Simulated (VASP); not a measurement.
# Ge (I4_1/amd) in VASP: notebook

The runs below take Ge through single point, with LDA.

Everything below comes from runs of VASP 6.6.1. Logs are shortened: lines on timing, memory, paths and dates and some standing lists are left out, and cuts for length are marked.

### 1 The cell of the first run

It takes space group I4_1/amd (No. 141, tetragonal). The conventional cell has a = 4.000 Å, b = 4.000 Å, c = 5.827 Å, α = 90.00°, β = 90.00°, γ = 90.00°. Ge (site symmetry -4m2) has 4 Ge at 2.47 Å within 3.3 Å.

### 2 Single point, LDA (strain +0.0300 x Voigt [0, 1, 0, 0, 0, 0])

INCAR

```
PREC = Accurate
ENCUT = 520
EDIFF = 1E-6
ISMEAR = 0
SIGMA = 0.15
LREAL = False
LASPH = True
NELM = 60
ALGO = Normal
ISIF = 2
LWAVE = False
LCHARG = False
GGA = CA
NBANDS = 21
```

KPOINTS

```
regular mesh
0
Gamma
  14 14 14
```

POSCAR

```
Ge
1.0
    0.0000000000      2.9136331000      2.8287700000
    2.8287700000      0.0000000000      2.8287700000
    2.8287700000      2.9136331000      0.0000000000
Ge
2
Direct
    0.5000000000      0.5000000000      0.5000000000
    0.7500000000      0.7500000000      0.7500000000
```

Potentials or basis: VASP PAW LDA potentials, release 64 (Ge_d).

Run with:

```
> cat potpaw_LDA.64/Ge_d/POTCAR > POTCAR
> mpirun -np 1 vasp_std > vasp.out
```

OUTCAR:

```text
PREC = Accurate
   ENCUT = 520
   EDIFF = 1E-6
   ISMEAR = 0
   LREAL = False
   LASPH = True
   NELM = 60
   ISIF = 2
   GGA = CA

 ion  position               nearest neighbor table
   1  0.500  0.500  0.500-   2 2.47   2 2.47   2 2.47   2 2.47
   2  0.750  0.750  0.750-   1 2.47   1 2.47   1 2.47   1 2.47

  LATTYP: Found a body centered tetragonal cell.
 ALAT       =     4.0004848988
 C/A-ratio  =     1.4566399692

  Lattice vectors:

 A1 = (   0.0000000000,  -2.9136331000,   2.8287700000)
 A2 = (   0.0000000000,  -2.9136331000,  -2.8287700000)
 A3 = (   2.8287700000,   2.9136331000,   0.0000000000)

Analysis of symmetry for initial positions (statically):
=====================================================================
 Subroutine PRICEL returns:
 Original cell was already a primitive cell.

 Routine SETGRP: Setting up the symmetry group for a
 body centered tetragonal supercell.

 Subroutine GETGRP returns: Found 16 space group operations
 (whereof  8 operations were pure point group operations)
 out of a pool of 16 trial point group operations.

The static configuration has the point symmetry D_2d.
 The point group associated with its full space group is D_4h.

Analysis of symmetry for dynamics (positions and initial velocities):
=====================================================================
 Subroutine PRICEL returns:
 Original cell was already a primitive cell.

 Routine SETGRP: Setting up the symmetry group for a
 body centered tetragonal supercell.

 Subroutine GETGRP returns: Found 16 space group operations
 (whereof  8 operations were pure point group operations)
 out of a pool of 16 trial point group operations.

The dynamic configuration has the point symmetry D_2d.
 The point group associated with its full space group is D_4h.

 Subroutine INISYM returns: Found 16 space group operations
 (whereof  8 operations are pure point group operations),
 and found     1 'primitive' translations

----------------------------------------------------------------------------------------

                                     Primitive cell

  volume of cell :      46.6294

  direct lattice vectors                    reciprocal lattice vectors
     0.000000000  2.913633100  2.828770000    -0.176755268  0.171607056  0.176755268
     2.828770000  0.000000000  2.828770000     0.176755268 -0.171607056  0.176755268
     2.828770000  2.913633100  0.000000000     0.176755268  0.171607056 -0.176755268

  length of vectors
     4.060935552  4.000484899  4.060935552     0.303205923  0.303205923  0.303205923

  position of ions in fractional coordinates (direct lattice)
     0.500000000  0.500000000  0.500000000
     0.750000000  0.750000000  0.750000000

  ion indices of the primitive-cell ions
   primitive index   ion index
                 1           1
                 2           2

----------------------------------------------------------------------------------------

 KPOINTS: regular mesh

Automatic generation of k-mesh.
 Grid dimensions read from file:
 generate k-points for:   14   14   14

 Generating k-lattice:

  Cartesian coordinates                     Fractional coordinates (reciprocal lattice)
    -0.012625376  0.012257647  0.012625376     0.071428571  0.000000000  0.000000000
     0.012625376 -0.012257647  0.012625376     0.000000000  0.071428571  0.000000000
     0.012625376  0.012257647 -0.012625376     0.000000000  0.000000000  0.071428571

  Length of vectors
     0.021657566  0.021657566  0.021657566

  Shift w.r.t. Gamma in fractional coordinates (k-lattice)
     0.000000000  0.000000000  0.000000000

 Subroutine IBZKPT returns following result:
 ===========================================

 Found    244 irreducible k-points:

 Following reciprocal coordinates:
            Coordinates               Weight
  0.000000  0.000000  0.000000      1.000000
  0.071429  0.000000  0.000000      8.000000
  0.142857  0.000000  0.000000      8.000000
  0.214286  0.000000  0.000000      8.000000
  0.285714  0.000000  0.000000      8.000000
  0.357143  0.000000  0.000000      8.000000
[... 16 lines left out ...]
  0.214286  0.142857  0.000000     16.000000
  0.285714  0.142857  0.000000     16.000000
 [... further k-points ...]
   k-points           NKPTS =    244   k-points in BZ     NKDIM =    244   number of bands    NBANDS=     21
   number of dos      NEDOS =    301   number of ions     NIONS =      2
   total plane-waves  NPLWV =  27000
   dimension x,y,z NGX =    30 NGY =   30 NGZ =   30
   dimension x,y,z NGXF=    60 NGYF=   60 NGZF=   60
   ions per type =               2
   NGX,Y,Z   is equivalent  to a cutoff of  12.28, 12.47, 12.28 a.u.
   NGXF,Y,Z  is equivalent  to a cutoff of  24.56, 24.93, 24.56 a.u.
 SYSTEM =  unknown system
   PREC   = accura    normal or accurate (medium, high low for compatibility)
   ISTART =      0    job   : 0-new  1-cont  2-samecut
   ICHARG =      2    charge: 1-file 2-atom 10-const
   ISPIN  =      1    spin polarized calculation?
   LNONCOLLINEAR =      F non collinear calculations
   LSORBIT =      F    spin-orbit coupling
   LASPH  =      T    aspherical Exc in radial PAW
   ENCUT  =  520.0 eV  38.22 Ry    6.18 a.u.   7.55  7.44  7.55*2*pi/ulx,y,z
   NELM   =     60;   NELMIN=  2; NELMDL= -5     # of ELM steps
   EDIFF  = 0.1E-05   stopping-criterion for ELM
   LREAL  =      F    real-space projection
   EDIFFG = 0.1E-04   stopping-criterion for IOM
   NSW    =      0    number of steps for IOM
   IBRION =     -1    ionic relax: 0-MD 1-quasi-New 2-CG
   NFREE  =      0    steps in history (QN), initial steepest desc. (CG)
   ISIF   =      2    stress and relaxation
   ISYM   =      2    0-nonsym 1-usesym 2-fastsym
   POTIM  = 0.5000    time-step for ionic-motion
   TEBEG  =    0.0;   TEEND  =   0.0 temperature during run
   PSTRESS=    0.0 pullay stress
   NELECT =      28.0000    total number of electrons
   NUPDOWN=      -1.0000    fix difference up-down
   EMIN   =  10.00;   EMAX   =-10.00  energy-range for DOS
   EFERMI =   0.00;   METHOD = LEGACY
   ISMEAR =     0;   SIGMA  =   0.15  broadening in eV -4-tet -1-fermi 0-gaus
   EFERMI_NEDOS =   21; number of points for ismear=-14 and -15
   IALGO  =     38    algorithm
   IMIX   =      4    mixing-type and parameters
     AMIX     =   0.40;   BMIX     =  1.00
     AMIX_MAG =   1.60;   BMIX_MAG =  1.00
  volume/ion in A,a.u.               =      23.31       157.34
  Fermi-wavevector in a.u.,A,eV,Ry     =   1.381150  2.609995 25.954132  1.907575
  Thomas-Fermi vector in A             =   2.505961
   LORBIT       =      0    0 simple, 1 ext, 2 COOP (PROOUT), +10 PAW based schemes
   GGA     = CA    functional components
   LHFCALC =     F    Hartree Fock is set to
   AEXX    =    0.0000 exact exchange contribution
   IVDW    =     0    specifies the selected vdW correction
   LEPSILON=     F    determine dielectric tensor
   LRPA    =     F    only Hartree local field effects (RPA)
 non-spin polarized calculation
 Gauss-broadening in eV      SIGMA  =   0.15
  energy-cutoff  :      520.00
  volume of cell :       46.63
 maximum number of plane-waves:      1287
   NGX = 15   NGY = 15   NGZ = 15

 number of electron      28.0000009 magnetization

 Free energy of the ion-electron system (eV)
  ---------------------------------------------------
  ext. energy  EPLUGINS =         0.00000000
  ---------------------------------------------------
  free energy    TOTEN  =       -10.36589539 eV

  energy without entropy =      -10.36483014  energy(sigma->0) =      -10.36536276

 E-fermi :   4.4302     XC(G=0): -10.1519

 val. band max:        4.4133990385   @ k =  -0.0714   0.0000   0.0714
 cond. band min:       4.4462492341   @ k =   0.4286   0.0000   0.0000
 fundamental gap:      0.0328501956
 Fermi energy:         4.4301561232

 k-point     1 :       0.0000    0.0000    0.0000
  band No.  band energies     occupation
      1     -20.4621      2.00000
      2     -20.4621      2.00000
      3     -20.4557      2.00000
      4     -20.4265      2.00000
      5     -20.4244      2.00000
      6     -20.2385      2.00000
[... 13 lines left out ...]
     20      13.5914      0.00000
     21      14.2043      0.00000

 k-point     2 :       0.0714    0.0000    0.0000
  band No.  band energies     occupation
      1     -20.4650      2.00000
      2     -20.4627      2.00000
      3     -20.4574      2.00000
      4     -20.4222      2.00000
      5     -20.4206      2.00000
      6     -20.2411      2.00000
[... 13 lines left out ...]
     20      13.1479      0.00000
     21      13.6728      0.00000

 k-point     3 :       0.1429    0.0000    0.0000
  band No.  band energies     occupation
      1     -20.4711      2.00000
      2     -20.4669      2.00000
      3     -20.4569      2.00000
      4     -20.4131      2.00000
      5     -20.4122      2.00000
      6     -20.2471      2.00000
[... 13 lines left out ...]
     20      12.6715      0.00000
     21      13.0645      0.00000

 k-point     4 :       0.2143    0.0000    0.0000
  band No.  band energies     occupation
      1     -20.4770      2.00000
      2     -20.4719      2.00000
      3     -20.4539      2.00000
      4     -20.4035      2.00000
      5     -20.4032      2.00000
      6     -20.2536      2.00000
[... 13 lines left out ...]
     20      12.6090      0.00000
     21      12.7822      0.00000

 k-point     5 :       0.2857    0.0000    0.0000
  band No.  band energies     occupation
      1     -20.4815      2.00000
      2     -20.4755      2.00000
      3     -20.4503      2.00000
      4     -20.3956      2.00000
      5     -20.3954      2.00000
      6     -20.2600      2.00000
[... 13 lines left out ...]
     20      12.9222      0.00000
     21      12.9496      0.00000
[... 382 lines left out ...]
     20      12.5158      0.00000
     21      13.3071      0.00000

 k-point    22 :       0.1429    0.1429    0.0000
  band No.  band energies     occupation
      1     -20.4684      2.00000
      2     -20.4674      2.00000
      3     -20.4623      2.00000
      4     -20.4153      2.00000
      5     -20.3999      2.00000
      6     -20.2670      2.00000
[... 13 lines left out ...]
     20      12.1432      0.00000
     21      14.0592      0.00000

 k-point    23 :       0.2143    0.1429    0.0000
  band No.  band energies     occupation
      1     -20.4755      2.00000
      2     -20.4685      2.00000
      3     -20.4607      2.00000
      4     -20.4082      2.00000
      5     -20.3893      2.00000
      6     -20.2789      2.00000
[... 13 lines left out ...]
     20      12.9072      0.00000
     21      14.0106      0.00000

 k-point    24 :       0.2857    0.1429    0.0000
  band No.  band energies     occupation
      1     -20.4831      2.00000
      2     -20.4729      2.00000
      3     -20.4532      2.00000
      4     -20.3995      2.00000
      5     -20.3797      2.00000
      6     -20.2882      2.00000
[... 13 lines left out ...]
     20      13.5002      0.00000
     21      14.1358      0.00000

 [... further k-points ...]
[... 5 lines left out ...]
  --------------------------------------------------------------------------------------
  -------------------------------------------------------------------------------------
  Total       -0.6413337     -1.2726975     -0.6413337      0.0000000      0.0000000      0.0000000
  in kB      -22.0360880    -43.7296151    -22.0360880      0.0000000      0.0000000      0.0000000
  external PRESSURE =     -29.2672637 kB  Pullay stress =       0.0000000 kB

 VOLUME and BASIS-vectors are now :
 -----------------------------------------------------------------------------
  energy-cutoff  :      520.00
  volume of cell :       46.63
      direct lattice vectors                 reciprocal lattice vectors
     0.000000000  2.913633100  2.828770000    -0.176755268  0.171607056  0.176755268
     2.828770000  0.000000000  2.828770000     0.176755268 -0.171607056  0.176755268
     2.828770000  2.913633100  0.000000000     0.176755268  0.171607056 -0.176755268

 POSITION                                       TOTAL-FORCE (eV/Angst)
 -----------------------------------------------------------------------------------
      2.82877      2.91363      2.82877        -0.000000      0.000000     -0.000000
      4.24315      4.37045      4.24315         0.000000     -0.000000      0.000000
 -----------------------------------------------------------------------------------
    total drift:                                0.000000     -0.000000     -0.000000

  FREE ENERGIE OF THE ION-ELECTRON SYSTEM (eV)
  ---------------------------------------------------
  free  energy   TOTEN  =       -10.3658953884 eV

  energy  without entropy=      -10.3648301410  energy(sigma->0) =      -10.36536276
```

Wall time 6.4 min (1 thread of AMD EPYC 7R13, shared host); peak memory 0.26 GiB.

What came out:

| Item | Value |
| --- | --- |
| Free energy | -10.3659 eV |
| Pressure | -2.9 GPa |
| Band gap on the k mesh | zero (band 14 reaches 4.52 eV, above the bottom of band 15 at 4.40 eV) |

Stress tensor (GPa, compression positive):
```
-2.20  0.00  0.00
 0.00 -4.37  0.00
 0.00  0.00 -2.20
```

Levels at points of the mesh, in eV from the Fermi level:
| k point | band 12 | band 13 | band 14 | band 15 | band 16 | band 17 |
| --- | --- | --- | --- | --- | --- | --- |
| (0.00, 0.00, 0.00) | -0.41 | -0.14 | 0.09 | 0.09 | 2.48 | 2.48 |
| (0.50, 0.00, 0.00) | -7.49 | -1.48 | -1.22 | -0.03 | 3.64 | 3.80 |
| (0.50, 0.50, 0.00) | -8.76 | -3.03 | -3.03 | 0.64 | 0.64 | 9.14 |
| (0.50, 0.00, 0.50) | -8.90 | -2.83 | -2.83 | 0.87 | 0.87 | 9.15 |

Caveat: the cell differs from its parent crystal (strain +0.0300 x Voigt [0, 1, 0, 0, 0, 0]).

### 3 Single point, LDA (strain +0.0350 x Voigt [0, 1, 0, 0, 0, 0])

INCAR

```
PREC = Accurate
ENCUT = 520
EDIFF = 1E-6
ISMEAR = 0
SIGMA = 0.15
LREAL = F
LASPH = T
NELM = 100
ALGO = Normal
ISIF = 2
LWAVE = F
LCHARG = F
GGA = CA
NBANDS = 21
```

KPOINTS

```
Automatic mesh
0
Gamma
  14 14 14
```

POSCAR

```
Ge
1.0
    0.0000000000      2.9277769500      2.8287700000
    2.8287700000      0.0000000000      2.8287700000
    2.8287700000      2.9277769500      0.0000000000
Ge
2
Direct
    0.5000000000      0.5000000000      0.5000000000
    0.7500000000      0.7500000000      0.7500000000
```

Potentials or basis: VASP PAW LDA potentials, release 64 (Ge_d).

Run with:

```
> cat potpaw_LDA.64/Ge_d/POTCAR > POTCAR
> mpirun -np 1 vasp_std > vasp.out
```

It took 5.8 min on 1 thread of AMD EPYC 7R13, shared host; peak memory 0.26 GiB.

The run converged. Its results:

```yaml
Free_energy: -10.3594 eV
Pressure: -3.2 GPa
Band_gap_on_the_k_mesh: zero (band 14 reaches 4.48 eV, above the bottom of band 15 at 4.34 eV)
```

Stress tensor (GPa, compression positive):
```
-2.36  0.00  0.00
 0.00 -4.89  0.00
 0.00  0.00 -2.36
```

Levels at points of the mesh, in eV from the Fermi level:
```csv
k point,band 11,band 12,band 13,band 14,band 15,band 16,band 17,band 18
"(0.00, 0.00, 0.00)",-12.53,-0.45,-0.17,0.10,0.10,2.48,2.48,2.64
"(0.50, 0.00, 0.00)",-10.53,-7.47,-1.49,-1.19,-0.04,3.64,3.81,6.97
"(0.50, 0.50, 0.00)",-8.73,-8.73,-3.02,-3.02,0.63,0.63,9.09,9.09
"(0.50, 0.00, 0.50)",-8.89,-8.89,-2.78,-2.78,0.90,0.90,9.11,9.11
```

Caveat: the cell differs from its parent crystal (strain +0.0350 x Voigt [0, 1, 0, 0, 0, 0]).

### 4 Single point, LDA (strain +0.0400 x Voigt [0, 1, 0, 0, 0, 0])

INCAR

```
SYSTEM = Ge
  ALGO = Normal
  EDIFF = 1E-6
  ENCUT = 520
  ISIF = 2
  ISMEAR = 0
  LASPH = .True.
  LCHARG = .False.
  LREAL = .False.
  LWAVE = .False.
  NBANDS = 21
  NELM = 100
  PREC = Accurate
  SIGMA = 0.15
```

KPOINTS

```
k-points
0
Gamma
  14 14 14
  0 0 0
```

POSCAR

```
Ge
1.0
    0.0000000000      2.9419208000      2.8287700000
    2.8287700000      0.0000000000      2.8287700000
    2.8287700000      2.9419208000      0.0000000000
Ge
2
Direct
    0.5000000000      0.5000000000      0.5000000000
    0.7500000000      0.7500000000      0.7500000000
```

Run with:

```
> cat potpaw_LDA.64/Ge_d/POTCAR > POTCAR
> mpirun -np 1 vasp_std > vasp.out
```

Run time: 6.4 min. Hardware: 1 thread of AMD EPYC 7R13, shared host; peak memory 0.26 GiB.

Results (log left out):

```yaml
Free_energy: -10.3521 eV
Pressure: -3.5 GPa
Band_gap_on_the_k_mesh: zero (band 14 reaches 4.45 eV, above the bottom of band 15 at 4.27 eV)
```

Stress tensor (GPa, compression positive):
```
-2.51  0.00  0.00
 0.00 -5.39  0.00
 0.00  0.00 -2.51
```

Levels at points of the mesh, in eV from the Fermi level:
```tsv
k point	band 10	band 11	band 12	band 13	band 14	band 15	band 16	band 17	band 18	band 19
(0.00, 0.00, 0.00)	-24.63	-12.49	-0.49	-0.19	0.12	0.12	2.47	2.47	2.66	6.13
(0.50, 0.00, 0.00)	-24.61	-10.50	-7.45	-1.50	-1.15	-0.06	3.63	3.83	6.98	10.09
(0.50, 0.50, 0.00)	-24.60	-8.70	-8.70	-3.01	-3.01	0.63	0.63	9.04	9.04	11.00
(0.50, 0.00, 0.50)	-24.59	-8.88	-8.88	-2.74	-2.74	0.93	0.93	9.06	9.06	10.95
```

Caveat: the cell differs from its parent crystal (strain +0.0400 x Voigt [0, 1, 0, 0, 0, 0]).

### 5 Summary

```csv
cell,gap on the mesh (eV),pressure (GPa)
"a = 4.061, b = 4.000 Å, angles 60.5, 59.0, 60.5°, 2 atoms",none,-2.9
"a = 4.071, b = 4.000 Å, angles 60.6, 58.9, 60.6°, 2 atoms",none,-3.2
"a = 4.081, b = 4.000 Å, angles 60.7, 58.7, 60.7°, 2 atoms",none,-3.5
```

Alike in all rows: task single point; level LDA; potentials or basis VASP PAW LDA potentials, release 64 (Ge_d); no spin polarisation; k mesh 14 × 14 × 14; cutoff (eV) 520; smearing gaussian 0.15 eV.

Total energies depend on the potentials used, so only differences within one code and one set of settings carry meaning.
